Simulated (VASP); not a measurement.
# Mg24O23 (a cell with a defect) in VASP: further runs, part 3 of 3

VASP 6.6.1.

### Step 4. Single point, PBE, collinear spin

INCAR

```
SYSTEM = Mg24O23
  ALGO = Normal
  EDIFF = 1E-6
  ENCUT = 520
  GGA = PE
  ISIF = 2
  ISMEAR = 0
  ISPIN = 2
  LASPH = .True.
  LCHARG = .True.
  LELF = .True.
  LORBIT = 11
  LREAL = Auto
  LUSENCCL = .False.
  LVHAR = .True.
  LWAVE = .False.
  MAGMOM = 0.2 0.2 0 0 0 0 0 0 0 0 0 0 0.2 0 0 0.2 0 0 0 0 0 0 0.2 0 0 0 0 0 0 0 0 0 0 0 0 0 0 0 0 0 0 0 0 0 0 0 0
  NBANDS = 126
  NELECT = 184.0
  NELM = 150
  PREC = Accurate
  SIGMA = 0.05
```

KPOINTS

```
k-points
0
Gamma
  2 2 2
  0 0 0
```

POSCAR

```
Mg24O23
1.0
    5.2295670000     -3.0192920000     -4.1780410000
   -5.2295670000      3.0192920000     -4.1780410000
    5.2295670000      9.0578750000      4.1780400000
Mg O
24 23
Direct
    0.7859761042      0.6203234552      0.1670638892
    0.2962961881      0.1304545819      0.1670789426
    0.6249914308      0.9583541074      0.3336765718
    0.1248318743      0.4583173651      0.3336156179
    0.4577392635      0.2912588146      0.5005257731
    0.9587826091      0.7924289451      0.5005611541
    0.2918134585      0.6244879945      0.6667356017
    0.7918204003      0.1245577426      0.6668282343
    0.1242541614      0.9576664477      0.8335213888
    0.6255049079      0.4587852104      0.8335300440
    0.9579938240      0.2914288488     -0.0001119673
    0.4581864082      0.7914248381     -0.0000053956
    0.8761026457      0.0401278839      0.1666645836
    0.3730256823      0.5435183917      0.1669208003
    0.7087448011      0.3754891444      0.3343301344
    0.2066019057      0.8752461164      0.3322712247
    0.5417502032      0.7082359409      0.5004443608
    0.0415273348      0.2074414374      0.4993898132
    0.3756753648      0.0411760868      0.6672449751
    0.8752993052      0.5407953764      0.6666125467
    0.2081312613      0.3745142847      0.8331108574
    0.7090239187      0.8747553039      0.8341999752
    0.0415147823      0.7101689142      0.0019544434
    0.5410576409      0.2079268878     -0.0003041146
    0.5407682141      0.3755530629      0.1670327732
    0.8739392148      0.2090001675      0.3332207933
    0.3747979287      0.7086559474      0.3341271584
    0.7083410039      0.5413622594      0.5003342530
    0.2091432559      0.0413725952      0.5008880560
    0.5421357059      0.8745741359      0.6672646234
    0.0418281357      0.3742700804      0.6664585133
    0.3751599812      0.2080301174      0.8337176218
    0.8754397710      0.7073610939      0.8331357680
    0.2077866350      0.5413796618     -0.0005192663
    0.7071893613      0.0423246541      0.0002055508
    0.6256507238      0.7916299595      0.1669369378
    0.1246687170      0.2906415935      0.1667374401
    0.4569037473      0.1245507720      0.3329742206
    0.9578570798      0.6259040454      0.3329292180
    0.2915136598      0.4580403036      0.5000888234
    0.7916544664      0.9582687151      0.5002344106
    0.1252641464      0.7913871761      0.6670943466
    0.6252386962      0.2913877579      0.6670622959
    0.9582951490      0.1246312513      0.8335178250
    0.4584897834      0.6246772259      0.8334563444
    0.7920214728      0.4597403193      0.0011903530
    0.2912040987      0.9586771228      0.0010940938
```

Potentials or basis: VASP PAW PBE potentials, release 64 (Mg, O).

Launch:

```bash
$ cat potpaw_PBE.64/Mg/POTCAR potpaw_PBE.64/O/POTCAR > POTCAR
$ mpirun -np 1 vasp_std > vasp.out
```

OUTCAR:

```text
SYSTEM = Mg24O23
   EDIFF = 1E-6
   ENCUT = 520
   GGA = PE
   ISIF = 2
   ISMEAR = 0
   ISPIN = 2
   LASPH = .True.
   LORBIT = 11
   LREAL = Auto
   NELECT = 184.0
   NELM = 150
   PREC = Accurate

 ion  position               nearest neighbor table
   1  0.786  0.620  0.167-  36 2.00  39 2.01  46 2.01  25 2.05  15 2.87  24 2.88  14 2.88  13 2.92
                            23 2.92  16 2.92   3 3.48  12 3.48   6 3.49  10 3.49   4 3.49  11 3.49
   2  0.296  0.130  0.167-  37 2.00  38 2.01  47 2.01  25 2.05  24 2.88  15 2.88  14 2.88  13 2.92
                            23 2.92  16 2.92   4 3.48  11 3.49   5 3.49   9 3.49   3 3.49  12 3.49
   3  0.625  0.958  0.334-  41 2.01  36 2.02  38 2.02  26 2.09  27 2.09  14 2.89  18 2.90  15 2.90
                            17 2.90  13 2.91  16 2.91   1 3.48   8 3.48   6 3.49   5 3.49  12 3.49
   4  0.125  0.458  0.334-  40 2.01  37 2.02  39 2.02  27 2.09  26 2.09  14 2.89  18 2.90  15 2.90
                            17 2.90  13 2.91  16 2.91   2 3.48   7 3.48   5 3.49   6 3.49  11 3.49
   5  0.458  0.291  0.501-  40 2.01  43 2.01  38 2.02  29 2.08  28 2.09  18 2.89  19 2.90  15 2.90
                            17 2.90  20 2.90  16 2.90   7 3.48  10 3.48   4 3.49   2 3.49   3 3.49
   6  0.959  0.792  0.501-  41 2.01  42 2.01  39 2.02  29 2.08  28 2.09  18 2.89  15 2.90  19 2.90
                            17 2.90  20 2.90  16 2.90   8 3.48   9 3.48   3 3.49   1 3.49   4 3.49
   7  0.292  0.624  0.667-  40 2.01  45 2.01  42 2.01  30 2.09  31 2.09  17 2.90  21 2.90  19 2.90
                            20 2.90  18 2.91  22 2.91   5 3.48  10 3.48   4 3.48  12 3.49   6 3.49
   8  0.792  0.125  0.667-  41 2.01  44 2.01  43 2.01  31 2.09  30 2.09  21 2.90  17 2.90  20 2.90
                            19 2.90  22 2.91  18 2.91   6 3.48   9 3.48  11 3.48   3 3.48   5 3.49
   9  0.124  0.958  0.834-  44 2.01  42 2.01  47 2.02  33 2.08  32 2.09  22 2.89  24 2.90  20 2.90
[... 52 lines left out ...]
  46  0.792  0.460  0.001-   1 2.01  10 2.02  11 2.02  23 2.09  24 2.09
  47  0.291  0.959  0.001-   2 2.01  12 2.02   9 2.02  23 2.09  24 2.09

  LATTYP: Found a face centered orthorhombic cell.
 ALAT       =     8.3560820000
 B/A-ratio  =     1.4453146517
 C/A-ratio  =     2.5033582376

  Lattice vectors:

 A1 = (   0.0000000000,  12.0771670000,  -0.0000010000)
 A2 = (   5.2295670000,   9.0578750000,  -4.1780420000)
 A3 = (  -5.2295670000,   3.0192920000,  -4.1780410000)

Analysis of symmetry for initial positions (statically):
=====================================================================
 Subroutine PRICEL returns:
 Original cell was already a primitive cell.

 Routine SETGRP: Setting up the symmetry group for a
 face centered orthorhombic supercell.

 Subroutine GETGRP returns: Found  1 space group operations
 (whereof  1 operations were pure point group operations)
 out of a pool of  8 trial point group operations.

The static configuration has the point symmetry C_1 .

Analysis of symmetry for dynamics (positions and initial velocities):
=====================================================================
 Subroutine PRICEL returns:
 Original cell was already a primitive cell.

 Routine SETGRP: Setting up the symmetry group for a
 face centered orthorhombic supercell.

 Subroutine GETGRP returns: Found  1 space group operations
 (whereof  1 operations were pure point group operations)
 out of a pool of  8 trial point group operations.

The dynamic configuration has the point symmetry C_1 .

Analysis of structural, dynamic, and magnetic symmetry:
=====================================================================
 Subroutine PRICEL returns:
 Original cell was already a primitive cell.

 Routine SETGRP: Setting up the symmetry group for a
 face centered orthorhombic supercell.

 Subroutine GETGRP returns: Found  1 space group operations
 (whereof  1 operations were pure point group operations)
 out of a pool of  8 trial point group operations.

[... 198 lines left out ...]
   GGA     = PE    functional components
   LHFCALC =     F    Hartree Fock is set to
   AEXX    =    0.0000 exact exchange contribution
   IVDW    =     0    specifies the selected vdW correction
   LEPSILON=     F    determine dielectric tensor
   LRPA    =     F    only Hartree local field effects (RPA)
 spin polarized calculation
 Gauss-broadening in eV      SIGMA  =   0.05
  energy-cutoff  :      520.00
  volume of cell :      527.76
 maximum number of plane-waves:     14248
 NGX is ok and might be reduce to    56
   NGX = 27   NGY = 27   NGZ = 41

 number of electron     183.9999974 magnetization       0.0007170

 number of electron     183.9999974 magnetization      -0.0003055

 Free energy of the ion-electron system (eV)
  ---------------------------------------------------
  ext. energy  EPLUGINS =         0.00000000
  ---------------------------------------------------
  free energy    TOTEN  =      -278.53551898 eV

  energy without entropy =     -278.52629150  energy(sigma->0) =     -278.53090524

 E-fermi :   2.1542     XC(G=0):  -9.9376

 val. band max:        2.1513412264   @ k =   0.0000   0.0000   0.0000
 cond. band min:       2.2689753713   @ k =   0.0000   0.0000   0.5000
 fundamental gap:      0.1176341449
 Fermi energy:         2.1541876160

 spin component 1

 k-point     1 :       0.0000    0.0000    0.0000
  band No.  band energies     occupation
      1     -15.2495      1.00000
      2     -14.9144      1.00000
      3     -14.8366      1.00000
      4     -14.8100      1.00000
      5     -14.7700      1.00000
      6     -14.6954      1.00000
[... 845 lines left out ...]
    103       9.1154      0.00000
    104       9.1719      0.00000
 Fermi energy:         2.1541876160

 spin component 2

 k-point     1 :       0.0000    0.0000    0.0000
  band No.  band energies     occupation
      1     -15.2495      1.00000
      2     -14.9144      1.00000
      3     -14.8366      1.00000
      4     -14.8100      1.00000
      5     -14.7700      1.00000
      6     -14.6955      1.00000
[... 845 lines left out ...]
    103       9.1153      0.00000
    104       9.1719      0.00000
 [bands above 104 left out]

------------------------ aborting loop because EDIFF is reached ----------------------------------------

  FORCE on cell =-STRESS in cart. coord.  units (eV):
  Direction    XX          YY          ZZ          XY          YZ          ZX
  --------------------------------------------------------------------------------------
  -------------------------------------------------------------------------------------
  Total       -0.9901113     -1.3734379      2.5418496     -0.3528713      0.0064600     -0.0119071
  in kB       -3.0058070     -4.1695205      7.7166170     -1.0712564      0.0196116     -0.0361478
  external PRESSURE =       0.1804298 kB  Pullay stress =       0.0000000 kB

 VOLUME and BASIS-vectors are now :
 -----------------------------------------------------------------------------
  energy-cutoff  :      520.00
  volume of cell :      527.76
      direct lattice vectors                 reciprocal lattice vectors
     5.229567000 -3.019292000 -4.178041000     0.095610204 -0.000000010 -0.119673311
    -5.229567000  3.019292000 -4.178041000    -0.047805107  0.082800865 -0.119673311
     5.229567000  9.057875000  4.178040000     0.047805109  0.082800875  0.000000000

 POSITION                                       TOTAL-FORCE (eV/Angst)
 -----------------------------------------------------------------------------------
      1.73996      1.01309     -5.17758         0.009682     -0.016875      2.321951
      1.74103      1.01266     -1.08492         0.007321     -0.010743     -2.326456
      0.00164      4.02892     -5.22117         0.434863      0.376960     -0.002108
      0.00068      4.02874     -1.04256         0.438203      0.368770      0.005651
      3.48815      4.03105     -1.03813         0.093450      0.564849     -0.078053
      3.48768      4.03175     -5.22527         0.100372      0.568017      0.076847
[... 39 lines left out ...]
      1.74391     -0.99247     -5.22494         0.151200      1.102512     -0.988462
     -3.48487      2.02521     -5.21748         0.145855      1.115265      1.000760
 -----------------------------------------------------------------------------------
    total drift:                                0.009753      0.007405      0.001109

  FREE ENERGIE OF THE ION-ELECTRON SYSTEM (eV)
  ---------------------------------------------------
  free  energy   TOTEN  =      -278.5355189846 eV

  energy  without entropy=     -278.5262915048  energy(sigma->0) =     -278.53090524

 total charge

# of ion       s       p       d       tot
------------------------------------------
    1        0.169   0.184   0.073   0.425
    2        0.169   0.184   0.072   0.425
    3        0.154   0.181   0.078   0.413
    4        0.154   0.181   0.078   0.413
    5        0.154   0.181   0.079   0.414
    6        0.154   0.181   0.079   0.414
[... 39 lines left out ...]
   46        1.550   3.522   0.000   5.072
   47        1.550   3.522   0.000   5.072
--------------------------------------------------
tot         39.322  85.668   1.835 126.825

 magnetization (x)

# of ion       s       p       d       tot
------------------------------------------
    1       -0.000  -0.000  -0.000  -0.000
    2       -0.000  -0.000  -0.000  -0.000
    3       -0.000   0.000  -0.000  -0.000
    4       -0.000   0.000  -0.000  -0.000
    5       -0.000   0.000   0.000  -0.000
    6       -0.000   0.000   0.000  -0.000
[... 39 lines left out ...]
   46       -0.000  -0.000   0.000  -0.000
   47       -0.000  -0.000   0.000  -0.000
--------------------------------------------------
tot         -0.000  -0.000  -0.000  -0.000
```

It took 5.2 min on 1 × NVIDIA H100 80GB with 1 thread of AMD EPYC 7R13 (Zen 3), shared host; peak memory 2 GiB.

What came out:

```yaml
Free_energy: -278.5355 eV
Largest_force: 2.525 eV/Å
Net_moment: 0.00 μB per cell
Valence_electrons_inside_the_program's_atomic_spheres: Mg 0.42, 0.41, 0.39, 0.40 (each value once); O 5.10, 5.08, 5.09, 5.07 (each value once)
```

Forces on the atoms (eV/Å):
```
Mg   0.010 -0.017  2.322
Mg   0.007 -0.011 -2.326
Mg   0.435  0.377 -0.002
Mg   0.438  0.369  0.006
Mg   0.093  0.565 -0.078
Mg   0.100  0.568  0.077
Mg   0.001  0.018 -0.002
Mg  -0.003  0.011 -0.001
Mg  -0.438 -0.368 -0.081
Mg  -0.445 -0.361  0.084
Mg  -0.098 -0.561  0.001
Mg  -0.106 -0.575  0.002
Mg  -2.082  1.209 -0.003
Mg   0.296 -0.187  0.008
Mg  -0.119  0.169  0.017
Mg   2.108  1.353  0.000
Mg   0.213  0.286  0.002
Mg   0.139  0.478 -0.003
Mg   0.169  0.002  0.003
Mg   0.097 -0.128 -0.006
Mg  -0.128 -0.319 -0.005
Mg  -0.342 -0.359  0.006
Mg  -0.111 -2.522  0.003
Mg  -0.197  0.012 -0.009
O   -0.012  0.013 -0.013
O   -0.008 -0.513  0.004
O   -0.727 -0.412 -0.009
O   -0.032 -0.436 -0.011
O   -0.389 -0.697  0.003
O   -0.002 -0.007 -0.007
O   -0.003 -0.010  0.003
O    0.352  0.239 -0.003
O    0.408  0.697  0.005
O   -0.010  0.849  0.004
O    0.453  0.271 -0.011
O    0.755 -0.443 -0.974
O    0.761 -0.435  0.967
O   -0.878 -0.684  0.984
O   -0.863 -0.688 -0.976
O   -0.179 -0.316  0.014
O   -0.182 -0.326 -0.010
O   -0.070  0.021  0.000
O   -0.061  0.026 -0.001
O    0.175  0.310  0.012
O    0.177  0.316 -0.010
O    0.151  1.103 -0.988
O    0.146  1.115  1.001
```

Levels at points of the mesh, in eV from the Fermi level:
Spin up:
```csv
k point,band 88,band 89,band 90,band 91,band 92,band 93,band 94,band 95,band 96,band 97
"(0.00, 0.00, 0.00)",-0.52,-0.46,-0.46,-0.45,-0.03,0.00,3.94,3.95,4.25,4.90
"(0.50, 0.00, 0.00)",-0.41,-0.39,-0.38,-0.27,-0.27,0.18,3.77,4.04,4.62,5.37
"(0.00, 0.50, 0.50)",-0.41,-0.39,-0.38,-0.27,-0.27,0.18,3.77,4.04,4.62,5.37
"(0.00, 0.50, 0.00)",-0.41,-0.39,-0.38,-0.27,-0.27,0.18,3.77,4.04,4.62,5.37
"(0.50, 0.00, 0.50)",-0.41,-0.39,-0.38,-0.27,-0.27,0.18,3.77,4.04,4.62,5.38
"(0.50, 0.50, 0.00)",-0.39,-0.37,-0.36,-0.29,-0.26,0.23,3.69,4.21,4.59,5.64
"(0.00, 0.00, 0.50)",-0.54,-0.49,-0.46,-0.45,-0.02,0.12,3.60,4.24,4.71,4.88
"(0.50, 0.50, 0.50)",-0.40,-0.38,-0.33,-0.30,-0.26,0.26,3.73,4.15,4.58,5.92
```
Spin down:
```
           k point  band 90  band 91  band 92  band 93  band 94  band 95
(0.00, 0.00, 0.00)    -0.46    -0.45    -0.03     0.00     3.94     3.95
(0.50, 0.00, 0.00)    -0.38    -0.27    -0.27     0.18     3.77     4.04
(0.00, 0.50, 0.50)    -0.38    -0.27    -0.27     0.18     3.77     4.04
(0.00, 0.50, 0.00)    -0.38    -0.27    -0.27     0.18     3.77     4.04
(0.50, 0.00, 0.50)    -0.38    -0.27    -0.27     0.18     3.77     4.04
(0.50, 0.50, 0.00)    -0.36    -0.29    -0.26     0.23     3.69     4.21
(0.00, 0.00, 0.50)    -0.46    -0.45    -0.02     0.11     3.60     4.24
(0.50, 0.50, 0.50)    -0.33    -0.30    -0.26     0.25     3.73     4.15
```

Caveat: the k points lie up to 0.48 Å⁻¹ apart; the cell carries a net charge on a neutralising background, which shifts energy and pressure; the cell is charged against a uniform background, so pressure and absolute levels hang on convention.
